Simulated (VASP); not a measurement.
Here is a VASP 6.6.1 calculation.

The input INCAR:

```
ALGO = Normal
EDIFF = 1E-6
ENCUT = 500
GGA = CA
GGA_COMPAT = F
ISIF = 2
ISMEAR = -1
LASPH = T
LCHARG = T
LELF = T
LREAL = F
LVHAR = T
LWAVE = F
NBANDS = 16
NELM = 120
PREC = Accurate
SIGMA = 0.05
```

Contents of KPOINTS:

```
k-points
0
Gamma
  12 12 12
```

The input POSCAR:

```
ZnS
1.0
    0.0000000000      2.6483983756      2.6483983756
    2.6483983756      0.0000000000      2.6483983756
    2.6483983756      2.6483983756      0.0000000000
Zn S
1 1
Direct
    0.0000000000      0.0000000000      0.0000000000
    0.2500000000      0.2500000000      0.2500000000
```

Potentials or basis: VASP PAW LDA potentials, release 64 (Zn, S).

Command:

```sh
$ cat potpaw_LDA.64/Zn/POTCAR potpaw_LDA.64/S/POTCAR > POTCAR
$ mpirun -np 1 vasp_std > vasp.out
```

Estimate the pressure.

0.2 GPa.

Estimate the band gap on the k mesh.

2.16 eV.

A k mesh can miss the band edges.
